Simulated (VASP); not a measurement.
# Al16N16O (a cell with a defect) in VASP: a series of runs, part 2 of 2

VASP 6.6.1.

## Step 3: Single point, PBE

Contents of INCAR:

```
ALGO = Normal ; EDIFF = 1E-6
ENCUT = 520 ; GGA = PE
GGA_COMPAT = F ; ISIF = 2
ISMEAR = -1 ; LASPH = T
LCHARG = F ; LREAL = Auto
LWAVE = F ; NBANDS = 89
NELECT = 136.0 ; NELM = 120
PREC = Accurate ; SIGMA = 0.01
```

Contents of KPOINTS:

```
k-points
0
Gamma
  1 1 1
```

Contents of POSCAR:

```
Al16N16O
1.0
    6.2595139100      0.0000000600      0.0000000000
   -3.1297570100      5.4208980300      0.0000000000
    0.0000000000      0.0000000000     10.0348065900
Al N O
16 16 1
Direct
    0.3044898247      0.1398542548      0.2373527575
    0.1691466956      0.3331504001      0.4955902903
    0.3387988629      0.1768732346      0.7345803783
    0.1629273761      0.3223637252      1.0043146341
    0.3371527466      0.6591131810      0.2656493120
    0.1743124332      0.8339837640      0.4682202293
    0.3280681269      0.6601069509      0.7519658094
    0.1511675063      0.8522565425      0.9336364254
    0.8258151120      0.1718188627      0.2404944182
    0.6732686809      0.3388607780      0.5004782564
    0.8315025695      0.1659658434      0.7520506624
    0.6601432330      0.3360237724      0.9803306515
    0.8544066181      0.6905209996      0.1917913357
    0.6760168902      0.8450472533      0.5118430490
    0.8240568688      0.6603041361      0.7193148413
    0.6535995175      0.8294863639      0.9891438201
    0.3464095807      0.1820519223      0.4429502249
    0.1646594297      0.3426225957      0.1999988253
    0.3496240334      0.2059924867      0.9148430700
    0.1573976076      0.3309697851      0.6844038027
    0.3565426890      0.6637504462      0.4583997227
    0.1404371992      0.7939024773      0.2869116804
    0.3144996149      0.6624611485      0.9463526411
    0.1694811814      0.8374660131      0.7303904301
    0.8326115962      0.1696501200      0.4329983425
    0.6572842870      0.3350710224      0.1732059196
    0.8308034658      0.1668063416      0.9429791682
    0.6641492437      0.3140533855      0.6864149056
    0.8468629689      0.6791714434      0.5162366518
    0.6505978383      0.8329574220      0.1870159692
    0.8028655812      0.6541322167      0.9176779877
    0.6555063401      0.8416018248      0.7012107496
    0.0834871523     -0.0482713375      0.0884495192
```

Potentials or basis: VASP PAW PBE potentials, release 64 (Al, N, O).

Launch:

```
$ cat potpaw_PBE.64/Al/POTCAR potpaw_PBE.64/N/POTCAR potpaw_PBE.64/O/POTCAR > POTCAR
$ mpirun -np 1 vasp_gam > vasp.out
```

Wall time 2.9 min (1 thread of Intel Xeon 8259CL, shared host); peak memory 0.41 GiB.

The run converged. Its results:

```
Free energy   : -217.2889 eV
Largest force : 0.020 eV/Å
```

Forces on the atoms (eV/Å):
```
Al   0.001  0.005 -0.003
Al   0.005  0.003 -0.001
Al   0.006  0.001 -0.007
Al  -0.001 -0.010  0.011
Al   0.002 -0.002  0.000
Al   0.002  0.001  0.002
Al   0.003  0.003  0.002
Al   0.012 -0.005 -0.015
Al   0.000  0.001 -0.001
Al   0.002 -0.004  0.005
Al  -0.006 -0.006  0.001
Al  -0.002  0.005 -0.001
Al  -0.011 -0.010  0.001
Al  -0.002  0.004  0.001
Al  -0.006 -0.004 -0.004
Al   0.005 -0.001 -0.002
N    0.003  0.006  0.010
N    0.000 -0.002  0.001
N   -0.002  0.006 -0.001
N    0.001 -0.003  0.006
N    0.001  0.003 -0.003
N    0.002  0.000 -0.010
N   -0.007  0.002 -0.006
N   -0.005 -0.004  0.001
N    0.006  0.000  0.005
N    0.002 -0.008  0.003
N   -0.003  0.002 -0.001
N    0.000  0.004  0.000
N    0.002  0.004  0.002
N   -0.008  0.001  0.005
N    0.003  0.005  0.001
N    0.002 -0.005  0.004
O   -0.007  0.008 -0.006
```

Levels at points of the mesh, in eV from the Fermi level:
```tsv
k point	band 66	band 67	band 68	band 69	band 70	band 71
(0.00, 0.00, 0.00)	-0.81	-0.50	-0.25	2.90	4.13	4.18
```

Caveat: the k points lie up to 1.16 Å⁻¹ apart; the cell carries a net charge on a neutralising background, which shifts energy and pressure; the cell is charged against a uniform background, so pressure and absolute levels hang on convention.

## Step 4: Single point, PBE

Contents of INCAR:

```
  PREC = Accurate
  ENCUT = 520
  EDIFF = 1E-6
  ISMEAR = -1
  SIGMA = 0.01
  LREAL = Auto
  LASPH = True
  NELM = 120
  ALGO = Normal
  ISIF = 2
  LWAVE = False
  LCHARG = False
  GGA = PE
  NELECT = 136.0
  NBANDS = 89
  GGA_COMPAT = False
```

Contents of KPOINTS:

```
Automatic mesh
0
Gamma
  1 1 1
```

Contents of POSCAR:

```
Al16N16O
1.0
    6.2595139100      0.0000000600      0.0000000000
   -3.1297570100      5.4208980300      0.0000000000
    0.0000000000      0.0000000000     10.0348065900
Al N O
16 16 1
Direct
    0.2985951722      0.1515774651      0.1852138338
    0.1643078604      0.3047231254      0.4888664227
    0.3399257487      0.1745017107      0.7196667853
    0.1617068878      0.3391111547      0.9860823835
    0.3238246480      0.6604748809      0.2318832933
    0.1634940126      0.8545724278      0.4431158648
    0.3340882943      0.6736345085      0.7520663136
    0.1634619137      0.8243621196      0.9709792523
    0.8404055923      0.1631843921      0.2559778285
    0.6776260480      0.3373276806      0.5171542624
    0.8356565108      0.1694209972      0.7471655714
    0.6677246732      0.3282823160      1.0037075363
    0.8236323669      0.6537492369      0.2406576528
    0.6536322862      0.8259952384      0.4920960813
    0.8305968181      0.6762209748      0.7634750039
    0.6652651970      0.8317341398      1.0036269169
    0.3460641151      0.1404543998      0.5383967246
    0.1432727551      0.3500811085      0.1663122239
    0.3317973527      0.1697681777      0.9822503216
    0.1640574120      0.3467609942      0.6945584788
    0.3219390161      0.6574087837      0.4247344442
    0.1483139805      0.8031838944      0.1693422773
    0.3498174392      0.6645142482      0.9379759257
    0.1673138484      0.8472348981      0.7679727487
    0.8217002263      0.1648287693      0.4516621182
    0.6517043150      0.3146797729      0.1980311212
    0.8261530868      0.1576425060      0.9359837597
    0.6924118326      0.3567831285      0.7099017740
    0.8172001825      0.6507923468      0.4385212570
    0.6636946376      0.8311130250      0.1945001114
    0.8136231048      0.6556592527      0.9529054610
    0.6626770792      0.8328577544      0.6846213665
    0.1313012681      0.0839218870      0.3399719735
```

Launch:

```
$ cat potpaw_PBE.64/Al/POTCAR potpaw_PBE.64/N/POTCAR potpaw_PBE.64/O/POTCAR > POTCAR
$ mpirun -np 1 vasp_gam > vasp.out
```

It took 3 min on 1 thread of Intel Xeon 8259CL, shared host; peak memory 0.41 GiB.

It converged, with:

```
Free energy   : -217.2891 eV
Largest force : 0.021 eV/Å
```

Forces on the atoms (eV/Å):
```
Al   0.009  0.004 -0.019
Al  -0.007  0.003  0.005
Al   0.002  0.007  0.003
Al   0.001  0.001  0.003
Al  -0.004  0.001 -0.009
Al  -0.001 -0.014  0.005
Al   0.005  0.001  0.008
Al   0.002 -0.002 -0.008
Al   0.009 -0.007 -0.002
Al   0.006  0.003  0.003
Al  -0.002  0.005 -0.002
Al   0.000 -0.002 -0.006
Al   0.004  0.006  0.003
Al   0.000  0.003  0.004
Al  -0.003 -0.002  0.005
Al  -0.002 -0.003 -0.001
N    0.003  0.004 -0.011
N   -0.003 -0.005  0.011
N   -0.004 -0.008 -0.012
N    0.003  0.001  0.004
N   -0.002  0.003  0.004
N    0.004  0.005  0.014
N    0.001  0.000  0.003
N    0.002  0.003 -0.004
N   -0.003  0.002 -0.002
N   -0.003 -0.006 -0.001
N    0.003  0.000  0.001
N   -0.005  0.002 -0.003
N    0.002 -0.004  0.005
N   -0.005 -0.004  0.005
N    0.001  0.000 -0.001
N   -0.002  0.003  0.002
O   -0.015  0.001 -0.005
```

Levels at points of the mesh, in eV from the Fermi level:
| k point | band 65 | band 66 | band 67 | band 68 | band 69 | band 70 | band 71 | band 72 |
| --- | --- | --- | --- | --- | --- | --- | --- | --- |
| (0.00, 0.00, 0.00) | -1.05 | -0.87 | -0.56 | -0.31 | 2.83 | 4.07 | 4.12 | 4.40 |

Caveat: the k points lie up to 1.16 Å⁻¹ apart; the cell carries a net charge on a neutralising background, which shifts energy and pressure; the cell is charged against a uniform background, so pressure and absolute levels hang on convention.

## Step 5: Single point, PBE

Contents of INCAR:

```
SYSTEM = Al16N16O
PREC     = Accurate       ! precision mode
ENCUT    = 520            ! plane-wave cutoff, eV
EDIFF    = 1E-6           ! SCF threshold, eV
ISMEAR   = -1             ! smearing method
SIGMA    = 0.01           ! smearing width, eV
LREAL    = Auto         
LASPH    = .True.         ! aspherical terms in the spheres
NELM     = 120            ! most SCF steps
ALGO     = Normal         ! electronic algorithm
ISIF     = 2              ! what is computed and relaxed
LWAVE    = .False.        ! write WAVECAR
LCHARG   = .False.        ! write CHGCAR
GGA      = PE             ! functional
NBANDS   = 89             ! bands
NELECT   = 136.0        
GGA_COMPAT= .False.
```

Contents of KPOINTS:

```
Automatic mesh
0
Gamma
  1 1 1
  0 0 0
```

Contents of POSCAR:

```
Al16N16O
1.0
    6.2595139100      0.0000000600      0.0000000000
   -3.1297570100      5.4208980300      0.0000000000
    0.0000000000      0.0000000000     10.0348065900
Al N O
16 16 1
Direct
    0.3192283925      0.1296578495      0.1947772468
    0.1573357444      0.3066082375      0.4878971962
    0.3342681933      0.1598166900      0.6983715069
    0.1624727110      0.3318651228      0.9857043991
    0.3015563447      0.6307860733      0.2485072311
    0.1629085818      0.8229285933      0.4488746205
    0.3457858842      0.6601306572      0.7438783133
    0.1829987406      0.8198953318      0.9471494956
    0.8403771916      0.1722832535      0.2506476809
    0.6652819698      0.3234406828      0.5040433968
    0.8305852968      0.1582983014      0.7462586282
    0.7298006921      0.3479521190      1.0277476609
    0.8184125735      0.6535730669      0.2593257754
    0.6577866697      0.8215269750      0.4989665675
    0.8304764368      0.6614608743      0.7578237739
    0.6752006536      0.8243329675      1.0024531026
    0.3261940360      0.1345922717      0.5145028909
    0.0544453199      0.4402163596      0.1236375598
    0.3319278256      0.1502889329      1.0092210457
    0.1603873693      0.3301403163      0.6940136751
    0.3278777162      0.6425077471      0.4480394275
    0.1604480914      0.8290017568      0.2650245399
    0.3672957659      0.6563026934      0.9266160655
    0.1759489493      0.8367534243      0.7546226160
    0.8171575058      0.1523433841      0.4477577081
    0.6436962455      0.3214692384      0.2200019482
    0.8237013675      0.1425651149      0.9295760627
    0.6810881080      0.3394891306      0.6965496482
    0.8156079513      0.6510675780      0.4507033553
    0.6523239303      0.8187960623      0.1939199308
    0.8360265234      0.6584209720      0.9492103225
    0.6736048263      0.8276763250      0.6851910835
    0.1565395584      0.2397248543      0.2835738760
```

Launch:

```
$ cat potpaw_PBE.64/Al/POTCAR potpaw_PBE.64/N/POTCAR potpaw_PBE.64/O/POTCAR > POTCAR
$ mpirun -np 1 vasp_gam > vasp.out
```

Run time: 2.8 min. Hardware: 1 thread of Intel Xeon 8259CL, shared host; peak memory 0.41 GiB.

It converged, with:

| Quantity | Value |
| --- | --- |
| Free energy | -216.9561 eV |
| Largest force | 2.449 eV/Å |

Forces in eV/Å, atoms in the order of the input:
```
Al   0.064  0.064  0.236
Al   0.048 -0.106 -0.352
Al  -0.049 -0.033 -0.130
Al   0.026  0.000 -0.271
Al   0.089 -0.288 -0.224
Al   0.061 -0.034 -0.212
Al  -0.081 -0.008 -0.091
Al  -0.081 -0.061  0.059
Al  -0.017  0.038  0.119
Al  -0.037  0.017  0.007
Al  -0.009 -0.019 -0.128
Al   0.171  0.004  0.132
Al  -0.021 -0.023 -0.017
Al  -0.040 -0.010  0.004
Al  -0.044 -0.009 -0.002
Al  -0.116 -0.114 -0.205
N    0.049 -0.100 -0.076
N   -0.158 -0.188 -0.367
N   -0.210 -0.100  0.273
N   -0.025  0.001 -0.130
N    0.049 -0.028 -0.178
N    0.075 -0.243 -0.274
N   -0.056 -0.020 -0.087
N   -0.057  0.036  0.066
N   -0.152 -0.049  0.106
N    0.049  0.034  0.097
N    0.053 -0.119 -0.086
N   -0.055 -0.004  0.018
N   -0.001  0.046 -0.039
N    0.137  0.142 -0.262
N   -0.070 -0.061 -0.003
N   -0.049 -0.040 -0.024
O    0.458  1.274  2.041
```

Levels at points of the mesh, in eV from the Fermi level:
```tsv
k point	band 64	band 65	band 66	band 67	band 68	band 69	band 70	band 71	band 72	band 73
(0.00, 0.00, 0.00)	-1.39	-1.20	-0.80	-0.63	-0.29	2.44	3.87	3.88	4.17	4.35
```

Caveat: the k points lie up to 1.16 Å⁻¹ apart; the cell carries a net charge on a neutralising background, which shifts energy and pressure; the cell is charged against a uniform background, so pressure and absolute levels hang on convention.
